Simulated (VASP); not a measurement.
# Zn (P6_3/mmc) in VASP: notebook

Runs on Zn. Level: PBE. Tasks: single point, relaxation of cell and atoms.

Program: VASP 6.6.1. These are calculated values, not measurements. Logs are shortened: lines on timing, memory, paths and dates and some standing lists are left out, and cuts for length are marked.

## (1) The cell of the first run

The structure is hexagonal, space group P6_3/mmc (No. 194). The conventional cell has a = 2.661 Å, b = 2.661 Å, c = 4.937 Å, α = 90.00°, β = 90.00°, γ = 120.00°. Zn (site symmetry -6m2) has 12 Zn at 2.66 to 2.91 Å within 3.5 Å.

## (2) Single point, PBE

Input file INCAR:

```
SYSTEM = Zn
ALGO = Normal ; EDIFF = 1E-6
ENCUT = 520 ; GGA = PE
ISIF = 2 ; ISMEAR = 1
LASPH = .True. ; LCHARG = .True.
LELF = .True. ; LREAL = .False.
LVHAR = .True. ; LWAVE = .False.
NBANDS = 19 ; NELM = 60
PREC = Accurate ; SIGMA = 0.05
```

Input file KPOINTS:

```
k-points
0
Gamma
  19 19 10
  0 0 0
```

Input file POSCAR:

```
Zn
1.0
    2.6606567560      0.0000000000      0.0000000000
   -1.3303283780      2.3041963414      0.0000000000
    0.0000000000      0.0000000000      4.9365095117
Zn
2
Direct
    0.3333333333      0.6666666667      0.2500000000
    0.6666666667      0.3333333333      0.7500000000
```

Potentials or basis: VASP PAW PBE potentials, release 64 (Zn).

Launch:

```sh
$ cat potpaw_PBE.64/Zn/POTCAR > POTCAR
$ mpirun -np 1 vasp_std > vasp.out
```

OUTCAR:

```text
SYSTEM = Zn
   EDIFF = 1E-6
   ENCUT = 520
   GGA = PE
   ISIF = 2
   ISMEAR = 1
   LASPH = .True.
   LREAL = .False.
   NELM = 60
   PREC = Accurate

 ion  position               nearest neighbor table
   1  0.333  0.667  0.250-   2 2.91   2 2.91   2 2.91   2 2.91   2 2.91   2 2.91
   2  0.667  0.333  0.750-   1 2.91   1 2.91   1 2.91   1 2.91   1 2.91   1 2.91

  LATTYP: Found a hexagonal cell.
 ALAT       =     2.6606567560
 C/A-ratio  =     1.8553725506

  Lattice vectors:

 A1 = (   2.6606567560,   0.0000000000,   0.0000000000)
 A2 = (  -1.3303283780,   2.3041963414,   0.0000000000)
 A3 = (   0.0000000000,   0.0000000000,   4.9365095117)

Analysis of symmetry for initial positions (statically):
=====================================================================
 Subroutine PRICEL returns:
 Original cell was already a primitive cell.

 Routine SETGRP: Setting up the symmetry group for a
 hexagonal supercell.

 Subroutine GETGRP returns: Found 24 space group operations
 (whereof 12 operations were pure point group operations)
 out of a pool of 24 trial point group operations.

The static configuration has the point symmetry D_3d.
 The point group associated with its full space group is D_6h.

Analysis of symmetry for dynamics (positions and initial velocities):
=====================================================================
 Subroutine PRICEL returns:
 Original cell was already a primitive cell.

 Routine SETGRP: Setting up the symmetry group for a
 hexagonal supercell.

 Subroutine GETGRP returns: Found 24 space group operations
 (whereof 12 operations were pure point group operations)
 out of a pool of 24 trial point group operations.

The dynamic configuration has the point symmetry D_3d.
 The point group associated with its full space group is D_6h.

 Subroutine INISYM returns: Found 24 space group operations
 (whereof 12 operations are pure point group operations),
 and found     1 'primitive' translations

----------------------------------------------------------------------------------------

                                     Primitive cell

  volume of cell :      30.2641

  direct lattice vectors                    reciprocal lattice vectors
     2.660656756  0.000000000  0.000000000     0.375847053  0.216995397  0.000000000
    -1.330328378  2.304196341  0.000000000     0.000000000  0.433990794  0.000000000
     0.000000000  0.000000000  4.936509512     0.000000000  0.000000000  0.202572283

  length of vectors
     2.660656756  2.660656756  4.936509512     0.433990794  0.433990794  0.202572283

  position of ions in fractional coordinates (direct lattice)
     0.333333333  0.666666667  0.250000000
     0.666666667  0.333333333  0.750000000

  ion indices of the primitive-cell ions
   primitive index   ion index
                 1           1
                 2           2

----------------------------------------------------------------------------------------

 KPOINTS: k-points

Automatic generation of k-mesh.
 Grid dimensions read from file:
 generate k-points for:   19   19   10

 Generating k-lattice:

  Cartesian coordinates                     Fractional coordinates (reciprocal lattice)
     0.019781424  0.011420810  0.000000000     0.052631579  0.000000000  0.000000000
     0.000000000  0.022841621  0.000000000     0.000000000  0.052631579  0.000000000
     0.000000000  0.000000000  0.020257228     0.000000000  0.000000000  0.100000000

  Length of vectors
     0.022841621  0.022841621  0.020257228

  Shift w.r.t. Gamma in fractional coordinates (k-lattice)
     0.000000000  0.000000000  0.000000000

 Subroutine IBZKPT returns following result:
 ===========================================

 Found    240 irreducible k-points:

 Following reciprocal coordinates:
            Coordinates               Weight
  0.000000  0.000000  0.000000      1.000000
  0.052632  0.000000  0.000000      6.000000
  0.105263  0.000000  0.000000      6.000000
  0.157895  0.000000  0.000000      6.000000
  0.210526  0.000000  0.000000      6.000000
  0.263158  0.000000  0.000000      6.000000
[... 16 lines left out ...]
  0.263158  0.105263  0.000000     12.000000
  0.315789  0.105263  0.000000     12.000000
 [... further k-points ...]
   k-points           NKPTS =    240   k-points in BZ     NKDIM =    240   number of bands    NBANDS=     19
   number of dos      NEDOS =    301   number of ions     NIONS =      2
   total plane-waves  NPLWV =  16000
   dimension x,y,z NGX =    20 NGY =   20 NGZ =   40
   dimension x,y,z NGXF=    40 NGYF=   40 NGZF=   80
   ions per type =               2
   NGX,Y,Z   is equivalent  to a cutoff of  12.50, 12.50, 13.47 a.u.
   NGXF,Y,Z  is equivalent  to a cutoff of  24.99, 24.99, 26.94 a.u.
 SYSTEM =  Zn
   PREC   = accura    normal or accurate (medium, high low for compatibility)
   ISTART =      0    job   : 0-new  1-cont  2-samecut
   ICHARG =      2    charge: 1-file 2-atom 10-const
   ISPIN  =      1    spin polarized calculation?
   LNONCOLLINEAR =      F non collinear calculations
   LSORBIT =      F    spin-orbit coupling
   LASPH  =      T    aspherical Exc in radial PAW
   ENCUT  =  520.0 eV  38.22 Ry    6.18 a.u.   4.95  4.95  9.18*2*pi/ulx,y,z
   NELM   =     60;   NELMIN=  2; NELMDL= -5     # of ELM steps
   EDIFF  = 0.1E-05   stopping-criterion for ELM
   LREAL  =      F    real-space projection
   EDIFFG = 0.1E-04   stopping-criterion for IOM
   NSW    =      0    number of steps for IOM
   IBRION =     -1    ionic relax: 0-MD 1-quasi-New 2-CG
   NFREE  =      0    steps in history (QN), initial steepest desc. (CG)
   ISIF   =      2    stress and relaxation
   ISYM   =      2    0-nonsym 1-usesym 2-fastsym
   POTIM  = 0.5000    time-step for ionic-motion
   TEBEG  =    0.0;   TEEND  =   0.0 temperature during run
   PSTRESS=    0.0 pullay stress
   NELECT =      24.0000    total number of electrons
   NUPDOWN=      -1.0000    fix difference up-down
   EMIN   =  10.00;   EMAX   =-10.00  energy-range for DOS
   EFERMI =   0.00;   METHOD = LEGACY
   ISMEAR =     1;   SIGMA  =   0.05  broadening in eV -4-tet -1-fermi 0-gaus
   EFERMI_NEDOS =   21; number of points for ismear=-14 and -15
   IALGO  =     38    algorithm
   IMIX   =      4    mixing-type and parameters
     AMIX     =   0.40;   BMIX     =  1.00
     AMIX_MAG =   1.60;   BMIX_MAG =  1.00
  volume/ion in A,a.u.               =      15.13       102.12
  Fermi-wavevector in a.u.,A,eV,Ry     =   1.515313  2.863527 31.241355  2.296175
  Thomas-Fermi vector in A             =   2.624854
   LORBIT       =      0    0 simple, 1 ext, 2 COOP (PROOUT), +10 PAW based schemes
   GGA     = PE    functional components
   LHFCALC =     F    Hartree Fock is set to
   AEXX    =    0.0000 exact exchange contribution
   IVDW    =     0    specifies the selected vdW correction
   LEPSILON=     F    determine dielectric tensor
   LRPA    =     F    only Hartree local field effects (RPA)
 non-spin polarized calculation
 Methfessel and Paxton  Order N= 1 SIGMA  =   0.05
  energy-cutoff  :      520.00
  volume of cell :       30.26
 maximum number of plane-waves:       839
 NGX is ok and might be reduce to    20
   NGX =  9   NGY =  9   NGZ = 19

 number of electron      24.0000012 magnetization

 Free energy of the ion-electron system (eV)
  ---------------------------------------------------
  ext. energy  EPLUGINS =         0.00000000
  ---------------------------------------------------
  free energy    TOTEN  =        -2.21584756 eV

  energy without entropy =       -2.21578117  energy(sigma->0) =       -2.21582543

 E-fermi :   3.1984     XC(G=0): -11.5788

 val. band max:        3.1915095135   @ k =   0.2632   0.0000   0.1000
 cond. band min:       3.2053886678   @ k =   0.1053   0.0526   0.2000
 fundamental gap:      0.0138791542
 Fermi energy:         3.1983551166

 k-point     1 :       0.0000    0.0000    0.0000
  band No.  band energies     occupation
      1      -7.2931      2.00000
      2      -5.4816      2.00000
      3      -4.7807      2.00000
      4      -4.5476      2.00000
      5      -4.5476      2.00000
      6      -4.4971      2.00000
[... 11 lines left out ...]
     18      22.2794      0.00000
     19      22.2827      0.00000

 k-point     2 :       0.0526    0.0000    0.0000
  band No.  band energies     occupation
      1      -7.2106      2.00000
      2      -5.4454      2.00000
      3      -4.7720      2.00000
      4      -4.5559      2.00000
      5      -4.5281      2.00000
      6      -4.5062      2.00000
[... 11 lines left out ...]
     18      21.4639      0.00000
     19      23.0797      0.00000

 k-point     3 :       0.1053    0.0000    0.0000
  band No.  band energies     occupation
      1      -6.9656      2.00000
      2      -5.3455      2.00000
      3      -4.7516      2.00000
      4      -4.5753      2.00000
      5      -4.5261      2.00000
      6      -4.4713      2.00000
[... 11 lines left out ...]
     18      20.8713      0.00000
     19      22.5123      0.00000

 k-point     4 :       0.1579    0.0000    0.0000
  band No.  band energies     occupation
      1      -6.5693      2.00000
      2      -5.2115      2.00000
      3      -4.7342      2.00000
      4      -4.6003      2.00000
      5      -4.5173      2.00000
      6      -4.3823      2.00000
[... 11 lines left out ...]
     18      19.6258      0.00000
     19      20.8069      0.00000

 k-point     5 :       0.2105    0.0000    0.0000
  band No.  band energies     occupation
      1      -6.0560      2.00000
      2      -5.1044      2.00000
      3      -4.7054      2.00000
      4      -4.6197      2.00000
      5      -4.5506      2.00000
      6      -4.4277      2.00000
[... 11 lines left out ...]
     18      18.9884      0.00000
     19      19.2309      0.00000
[... 334 lines left out ...]
      2      -5.0167      2.00000
      3      -4.7604      2.00000
      4      -4.6228      2.00000
      5      -4.5863      2.00000
      6      -4.5164      2.00000
[... 11 lines left out ...]
     18      18.7876      0.00000
     19      19.3779      0.00000

 k-point    22 :       0.2105    0.1053    0.0000
  band No.  band energies     occupation
      1      -5.3450      2.00000
      2      -4.9930      2.00000
      3      -4.7248      2.00000
      4      -4.6926      2.00000
      5      -4.6159      2.00000
      6      -4.4391      2.00000
[... 11 lines left out ...]
     18      18.0097      0.00000
     19      18.9537      0.00000

 k-point    23 :       0.2632    0.1053    0.0000
  band No.  band energies     occupation
      1      -5.1184      2.00000
      2      -5.0330      2.00000
      3      -4.8403      2.00000
      4      -4.5601      2.00000
      5      -4.5001      2.00000
      6      -4.4846      2.00000
[... 11 lines left out ...]
     18      17.3507      0.00000
     19      18.5031      0.00000

 k-point    24 :       0.3158    0.1053    0.0000
  band No.  band energies     occupation
      1      -5.1299      2.00000
      2      -5.0564      2.00000
      3      -4.9278      2.00000
      4      -4.5192      2.00000
      5      -4.4802      2.00000
      6      -4.3744      2.00000
[... 11 lines left out ...]
     18      16.8343      0.00000
     19      18.0964      0.00000

 [... further k-points ...]
[... 5 lines left out ...]
  --------------------------------------------------------------------------------------
  -------------------------------------------------------------------------------------
  Total        0.0678910      0.0678910      0.0604948      0.0000000     -0.0000000      0.0000000
  in kB        3.5941371      3.5941371      3.2025844      0.0000000     -0.0000000      0.0000000
  external PRESSURE =       3.4636195 kB  Pullay stress =       0.0000000 kB

 VOLUME and BASIS-vectors are now :
 -----------------------------------------------------------------------------
  energy-cutoff  :      520.00
  volume of cell :       30.26
      direct lattice vectors                 reciprocal lattice vectors
     2.660656756  0.000000000  0.000000000     0.375847053  0.216995397  0.000000000
    -1.330328378  2.304196341  0.000000000     0.000000000  0.433990794  0.000000000
     0.000000000  0.000000000  4.936509512     0.000000000  0.000000000  0.202572283

 POSITION                                       TOTAL-FORCE (eV/Angst)
 -----------------------------------------------------------------------------------
     -0.00000      1.53613      1.23413        -0.000000      0.000000     -0.000000
      1.33033      0.76807      3.70238         0.000000     -0.000000      0.000000
 -----------------------------------------------------------------------------------
    total drift:                               -0.000000      0.000000     -0.000000

  FREE ENERGIE OF THE ION-ELECTRON SYSTEM (eV)
  ---------------------------------------------------
  free  energy   TOTEN  =        -2.2158475614 eV

  energy  without entropy=       -2.2157811668  energy(sigma->0) =       -2.21582543
```

Wall time 40 s (1 thread of Intel Xeon 6975P-C (Granite Rapids), shared host); peak memory 0.22 GiB.

Results:

| Item | Value |
| --- | --- |
| Free energy | -2.2158 eV |
| Pressure | 0.3 GPa |
| Band gap on the k mesh | zero (band 12 reaches 4.83 eV, above the bottom of band 13 at 0.12 eV) |

[end of part 1 of 2]
